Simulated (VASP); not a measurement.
# CaOsO3 (Pm-3m) in VASP: notebook

The runs below take CaOsO3 through single point, with LDA.

Everything below comes from runs of VASP 6.6.1. Logs are shortened: lines on timing, memory, paths and dates and some standing lists are left out, and cuts for length are marked.

## (1) The cell of the first run

It takes space group Pm-3m (No. 221, cubic). Conventional cell: a = 3.952 Å, b = 3.952 Å, c = 3.952 Å, α = 90.00°, β = 90.00°, γ = 90.00°. Within 3.7 Å of Ca (site symmetry m-3m) lie 12 O at 2.79 Å and 8 Os at 3.42 Å. Within 2.6 Å of Os (site symmetry m-3m) lie 6 O at 1.98 Å. Within 2.6 Å of O (site symmetry 4/mmm) lie 2 Os at 1.98 Å.

## (2) Single point, LDA

The input, INCAR:

```
PREC     = Accurate       # precision mode
ENCUT    = 520            # plane-wave cutoff, eV
EDIFF    = 1E-6           # SCF threshold, eV
ISMEAR   = -1             # smearing method
SIGMA    = 0.05           # smearing width, eV
LREAL    = False          # projectors in reciprocal space
LASPH    = True           # aspherical terms in the spheres
NELM     = 80             # most SCF steps
ALGO     = Normal         # electronic algorithm
ISIF     = 2              # what is computed and relaxed
LWAVE    = False          # write WAVECAR
LCHARG   = False          # write CHGCAR
GGA      = CA             # functional
NBANDS   = 26             # bands
```

The input, KPOINTS:

```
regular mesh
0
Gamma
  6 6 6
```

The input, POSCAR:

```
CaOsO3
1.0
    3.9521630000      0.0000000000      0.0000000000
    0.0000000000      3.9521630000      0.0000000000
    0.0000000000      0.0000000000      3.9521630000
Ca Os O
1 1 3
Direct
    0.0000000000      0.0000000000      0.0000000000
    0.5000000000      0.5000000000      0.5000000000
    0.5000000000      0.5000000000      0.0000000000
    0.5000000000      0.0000000000      0.5000000000
    0.0000000000      0.5000000000      0.5000000000
```

Potentials or basis: VASP PAW LDA potentials, release 64 (Ca_sv, Os, O).

Launch:

```bash
$ cat potpaw_LDA.64/Ca_sv/POTCAR potpaw_LDA.64/Os/POTCAR potpaw_LDA.64/O/POTCAR > POTCAR
$ mpirun -np 1 vasp_std > vasp.out
```

OUTCAR:

```text
PREC = Accurate
   ENCUT = 520
   EDIFF = 1E-6
   ISMEAR = -1
   LREAL = False
   LASPH = True
   NELM = 80
   ISIF = 2
   GGA = CA

 ion  position               nearest neighbor table
   1  0.000  0.000  0.000-
   2  0.500  0.500  0.500-   3 1.98   4 1.98   5 1.98   3 1.98   4 1.98   5 1.98
   3  0.500  0.500  0.000-   2 1.98   2 1.98
   4  0.500  0.000  0.500-   2 1.98   2 1.98
   5  0.000  0.500  0.500-   2 1.98   2 1.98

  LATTYP: Found a simple cubic cell.
 ALAT       =     3.9521630000

  Lattice vectors:

 A1 = (   3.9521630000,   0.0000000000,   0.0000000000)
 A2 = (   0.0000000000,   3.9521630000,   0.0000000000)
 A3 = (   0.0000000000,   0.0000000000,   3.9521630000)

Analysis of symmetry for initial positions (statically):
=====================================================================
 Subroutine PRICEL returns:
 Original cell was already a primitive cell.

 Routine SETGRP: Setting up the symmetry group for a
 simple cubic supercell.

 Subroutine GETGRP returns: Found 48 space group operations
[... 9 lines left out ...]

 Routine SETGRP: Setting up the symmetry group for a
 simple cubic supercell.

 Subroutine GETGRP returns: Found 48 space group operations
[... 11 lines left out ...]
                                     Primitive cell

  volume of cell :      61.7312

  direct lattice vectors                    reciprocal lattice vectors
     3.952163000  0.000000000  0.000000000     0.253026001  0.000000000  0.000000000
     0.000000000  3.952163000  0.000000000     0.000000000  0.253026001  0.000000000
     0.000000000  0.000000000  3.952163000     0.000000000  0.000000000  0.253026001

  length of vectors
     3.952163000  3.952163000  3.952163000     0.253026001  0.253026001  0.253026001

  position of ions in fractional coordinates (direct lattice)
     0.000000000  0.000000000  0.000000000
     0.500000000  0.500000000  0.500000000
     0.500000000  0.500000000  0.000000000
     0.500000000  0.000000000  0.500000000
     0.000000000  0.500000000  0.500000000

  ion indices of the primitive-cell ions
   primitive index   ion index
                 1           1
                 2           2
                 3           3
                 4           4
                 5           5

----------------------------------------------------------------------------------------

 KPOINTS: regular mesh

Automatic generation of k-mesh.
 Grid dimensions read from file:
 generate k-points for:    6    6    6

 Generating k-lattice:

  Cartesian coordinates                     Fractional coordinates (reciprocal lattice)
     0.042171000  0.000000000  0.000000000     0.166666667  0.000000000  0.000000000
     0.000000000  0.042171000  0.000000000     0.000000000  0.166666667  0.000000000
     0.000000000  0.000000000  0.042171000     0.000000000  0.000000000  0.166666667

  Length of vectors
     0.042171000  0.042171000  0.042171000

  Shift w.r.t. Gamma in fractional coordinates (k-lattice)
     0.000000000  0.000000000  0.000000000

 Subroutine IBZKPT returns following result:
 ===========================================

 Found     20 irreducible k-points:

 Following reciprocal coordinates:
            Coordinates               Weight
  0.000000  0.000000  0.000000      1.000000
  0.166667  0.000000  0.000000      6.000000
  0.333333  0.000000  0.000000      6.000000
  0.500000  0.000000  0.000000      3.000000
  0.166667  0.166667  0.000000     12.000000
  0.333333  0.166667  0.000000     24.000000
[... 12 lines left out ...]
  0.500000  0.500000  0.333333      6.000000
  0.500000  0.500000  0.500000      1.000000
   k-points           NKPTS =     20   k-points in BZ     NKDIM =     20   number of bands    NBANDS=     26
   number of dos      NEDOS =    301   number of ions     NIONS =      5
   total plane-waves  NPLWV =  27000
   dimension x,y,z NGX =    30 NGY =   30 NGZ =   30
   dimension x,y,z NGXF=    60 NGYF=   60 NGZF=   60
   ions per type =               1   1   3
   NGX,Y,Z   is equivalent  to a cutoff of  12.62, 12.62, 12.62 a.u.
   NGXF,Y,Z  is equivalent  to a cutoff of  25.24, 25.24, 25.24 a.u.
 SYSTEM =  unknown system
   PREC   = accura    normal or accurate (medium, high low for compatibility)
   ISTART =      0    job   : 0-new  1-cont  2-samecut
   ICHARG =      2    charge: 1-file 2-atom 10-const
   ISPIN  =      1    spin polarized calculation?
   LNONCOLLINEAR =      F non collinear calculations
   LSORBIT =      F    spin-orbit coupling
   LASPH  =      T    aspherical Exc in radial PAW
   ENCUT  =  520.0 eV  38.22 Ry    6.18 a.u.   7.35  7.35  7.35*2*pi/ulx,y,z
   NELM   =     80;   NELMIN=  2; NELMDL= -5     # of ELM steps
   EDIFF  = 0.1E-05   stopping-criterion for ELM
   LREAL  =      F    real-space projection
   EDIFFG = 0.1E-04   stopping-criterion for IOM
   NSW    =      0    number of steps for IOM
   IBRION =     -1    ionic relax: 0-MD 1-quasi-New 2-CG
   NFREE  =      0    steps in history (QN), initial steepest desc. (CG)
   ISIF   =      2    stress and relaxation
   ISYM   =      2    0-nonsym 1-usesym 2-fastsym
   POTIM  = 0.5000    time-step for ionic-motion
   TEBEG  =    0.0;   TEEND  =   0.0 temperature during run
   PSTRESS=    0.0 pullay stress
   NELECT =      36.0000    total number of electrons
   NUPDOWN=      -1.0000    fix difference up-down
   EMIN   =  10.00;   EMAX   =-10.00  energy-range for DOS
   EFERMI =   0.00;   METHOD = LEGACY
   ISMEAR =    -1;   SIGMA  =   0.05  broadening in eV -4-tet -1-fermi 0-gaus
   EFERMI_NEDOS =   21; number of points for ismear=-14 and -15
   IALGO  =     38    algorithm
   IMIX   =      4    mixing-type and parameters
     AMIX     =   0.40;   BMIX     =  1.00
     AMIX_MAG =   1.60;   BMIX_MAG =  1.00
  volume/ion in A,a.u.               =      12.35        83.32
  Fermi-wavevector in a.u.,A,eV,Ry     =   1.367752  2.584677 25.453053  1.870747
  Thomas-Fermi vector in A             =   2.493777
   LORBIT       =      0    0 simple, 1 ext, 2 COOP (PROOUT), +10 PAW based schemes
   GGA     = CA    functional components
   LHFCALC =     F    Hartree Fock is set to
   AEXX    =    0.0000 exact exchange contribution
   IVDW    =     0    specifies the selected vdW correction
   LEPSILON=     F    determine dielectric tensor
   LRPA    =     F    only Hartree local field effects (RPA)
 non-spin polarized calculation
  energy-cutoff  :      520.00
  volume of cell :       61.73
 maximum number of plane-waves:      1675
 NGX is ok and might be reduce to    30
   NGX = 15   NGY = 15   NGZ = 15

 number of electron      35.9999985 magnetization

 Free energy of the ion-electron system (eV)
  ---------------------------------------------------
  ext. energy  EPLUGINS =         0.00000000
  ---------------------------------------------------
  free energy    TOTEN  =       -40.23270848 eV

  energy without entropy =      -40.19265030  energy(sigma->0) =      -40.21267939

 E-fermi :   5.7840     XC(G=0): -11.6544

 val. band max:        5.7777640812   @ k =   0.3333   0.3333   0.1667
 cond. band min:       5.7889774288   @ k =   0.5000   0.5000   0.0000
 fundamental gap:      0.0112133476
 Fermi energy:         5.7839691643

 k-point     1 :       0.0000    0.0000    0.0000
  band No.  band energies     occupation
      1     -35.5875      2.00000
      2     -16.8397      2.00000
      3     -16.8397      2.00000
      4     -16.8397      2.00000
      5     -14.7024      2.00000
      6     -13.6201      2.00000
[... 18 lines left out ...]
     25       9.5617      0.00000
     26       9.5617      0.00000

 k-point     2 :       0.1667    0.0000    0.0000
  band No.  band energies     occupation
      1     -35.5862      2.00000
      2     -16.9026      2.00000
      3     -16.8373      2.00000
      4     -16.8373      2.00000
      5     -14.5409      2.00000
      6     -13.6127      2.00000
[... 18 lines left out ...]
     25       9.4792      0.00000
     26       9.7134      0.00000

 k-point     3 :       0.3333    0.0000    0.0000
  band No.  band energies     occupation
      1     -35.5834      2.00000
      2     -17.0172      2.00000
      3     -16.8325      2.00000
      4     -16.8325      2.00000
      5     -14.2295      2.00000
      6     -13.5968      2.00000
[... 18 lines left out ...]
     25       9.9964      0.00000
     26       9.9992      0.00000

 k-point     4 :       0.5000    0.0000    0.0000
  band No.  band energies     occupation
      1     -35.5821      2.00000
      2     -17.0701      2.00000
      3     -16.8301      2.00000
      4     -16.8301      2.00000
      5     -14.0846      2.00000
      6     -13.5887      2.00000
[... 18 lines left out ...]
     25      10.1256      0.00000
     26      10.1256      0.00000

 k-point     5 :       0.1667    0.1667    0.0000
  band No.  band energies     occupation
      1     -35.5848      2.00000
      2     -16.9125      2.00000
      3     -16.8719      2.00000
      4     -16.8348      2.00000
      5     -14.3959      2.00000
      6     -13.5605      2.00000
[... 18 lines left out ...]
     25       9.5939      0.00000
     26       9.7028      0.00000

 k-point     6 :       0.3333    0.1667    0.0000
  band No.  band energies     occupation
      1     -35.5822      2.00000
      2     -16.9972      2.00000
      3     -16.8697      2.00000
      4     -16.8296      2.00000
      5     -14.1257      2.00000
      6     -13.5227      2.00000
[... 311 lines left out ...]
 k-point    17 :       0.3333    0.3333    0.3333
  band No.  band energies     occupation
      1     -35.5761      2.00000
      2     -16.9300      2.00000
      3     -16.8983      2.00000
      4     -16.8983      2.00000
      5     -13.4663      2.00000
      6     -13.1991      2.00000
[... 18 lines left out ...]
     25      10.9215      0.00000
     26      10.9233      0.00000

 k-point    18 :       0.5000    0.3333    0.3333
  band No.  band energies     occupation
      1     -35.5749      2.00000
      2     -16.9366      2.00000
      3     -16.9036      2.00000
      4     -16.8870      2.00000
      5     -13.3821      2.00000
      6     -13.2132      2.00000
[... 18 lines left out ...]
     25      10.9206      0.00000
     26      11.6374      0.00000

 k-point    19 :       0.5000    0.5000    0.3333
  band No.  band energies     occupation
      1     -35.5737      2.00000
      2     -16.9196      2.00000
      3     -16.9196      2.00000
      4     -16.8843      2.00000
      5     -13.3218      2.00000
      6     -13.0475      2.00000
[... 18 lines left out ...]
     25      11.2851      0.00000
     26      11.3153      0.00000

 k-point    20 :       0.5000    0.5000    0.5000
  band No.  band energies     occupation
      1     -35.5726      2.00000
      2     -16.9061      2.00000
      3     -16.9061      2.00000
      4     -16.9061      2.00000
      5     -13.0682      2.00000
      6     -13.0682      2.00000
[... 18 lines left out ...]
     25      10.9159      0.00000
     26      12.3521      0.00000

------------------------ aborting loop because EDIFF is reached ----------------------------------------

  FORCE on cell =-STRESS in cart. coord.  units (eV):
  Direction    XX          YY          ZZ          XY          YZ          ZX
  --------------------------------------------------------------------------------------
  -------------------------------------------------------------------------------------
  Total       -4.7827552     -4.7827552     -4.7827552     -0.0000000     -0.0000000      0.0000000
  in kB     -124.1321245   -124.1321245   -124.1321245     -0.0000000     -0.0000000      0.0000000
  external PRESSURE =    -124.1321245 kB  Pullay stress =       0.0000000 kB

 VOLUME and BASIS-vectors are now :
 -----------------------------------------------------------------------------
  energy-cutoff  :      520.00
  volume of cell :       61.73
      direct lattice vectors                 reciprocal lattice vectors
     3.952163000  0.000000000  0.000000000     0.253026001  0.000000000  0.000000000
     0.000000000  3.952163000  0.000000000     0.000000000  0.253026001  0.000000000
     0.000000000  0.000000000  3.952163000     0.000000000  0.000000000  0.253026001

 POSITION                                       TOTAL-FORCE (eV/Angst)
 -----------------------------------------------------------------------------------
      0.00000      0.00000      0.00000         0.000000      0.000000      0.000000
      1.97608      1.97608      1.97608         0.000000      0.000000      0.000000
      1.97608      1.97608      0.00000         0.000000      0.000000      0.000000
      1.97608      0.00000      1.97608         0.000000      0.000000      0.000000
      0.00000      1.97608      1.97608         0.000000      0.000000      0.000000
 -----------------------------------------------------------------------------------
    total drift:                                0.000000      0.000000     -0.000000

  FREE ENERGIE OF THE ION-ELECTRON SYSTEM (eV)
  ---------------------------------------------------
  free  energy   TOTEN  =       -40.2327084773 eV

  energy  without entropy=      -40.1926502967  energy(sigma->0) =      -40.21267939
```

Wall time 14 s (1 thread of AMD EPYC 9R45 (Zen 5), shared host); peak memory 0.14 GiB.

What came out:

| Item | Value |
| --- | --- |
| Free energy | -40.2327 eV |
| Pressure | -12.4 GPa |
| Band gap on the k mesh | zero (band 18 reaches 6.67 eV, above the bottom of band 19 at 2.73 eV) |

Caveat: spin-orbit coupling is left out, which moves the levels of the heavy elements.

## (3) Single point, LDA

The input, INCAR:

```
SYSTEM = CaOsO3
PREC     = Accurate       ! precision mode
ENCUT    = 520            ! plane-wave cutoff, eV
EDIFF    = 1E-6           ! SCF threshold, eV
ISMEAR   = -1             ! smearing method
SIGMA    = 0.05           ! smearing width, eV
LREAL    = .False.        ! projectors in reciprocal space
LASPH    = .True.         ! aspherical terms in the spheres
NELM     = 80             ! most SCF steps
ALGO     = Normal         ! electronic algorithm
ISIF     = 2              ! what is computed and relaxed
LWAVE    = .False.        ! write WAVECAR
LCHARG   = .False.        ! write CHGCAR
GGA      = CA             ! functional
NBANDS   = 26             ! bands
```

The input, KPOINTS:

```
Automatic mesh
0
Gamma
  7 7 7
  0 0 0
```

POSCAR is that of step 2.

Potentials or basis: VASP PAW LDA potentials, release 64 (Ca_sv, Os, O).

Launch:

```bash
$ cat potpaw_LDA.64/Ca_sv/POTCAR potpaw_LDA.64/Os/POTCAR potpaw_LDA.64/O/POTCAR > POTCAR
$ mpirun -np 1 vasp_std > vasp.out
```

Wall time 14 s (1 thread of AMD EPYC 9R45 (Zen 5), shared host); peak memory 0.13 GiB.

It converged, with:

```
Free energy            : -40.2154 eV
Pressure               : -12.2 GPa
Band gap on the k mesh : zero (band 18 reaches 6.53 eV, above the bottom of band 19 at 2.73 eV)
```

Levels at points of the mesh, in eV from the Fermi level:
| k point | band 16 | band 17 | band 18 | band 19 | band 20 | band 21 | band 22 | band 23 |
| --- | --- | --- | --- | --- | --- | --- | --- | --- |
| (0.00, 0.00, 0.00) | -3.60 | -3.03 | -3.03 | -3.03 | 0.44 | 0.44 | 1.86 | 2.02 |

Caveat: spin-orbit coupling is left out, which moves the levels of the heavy elements.
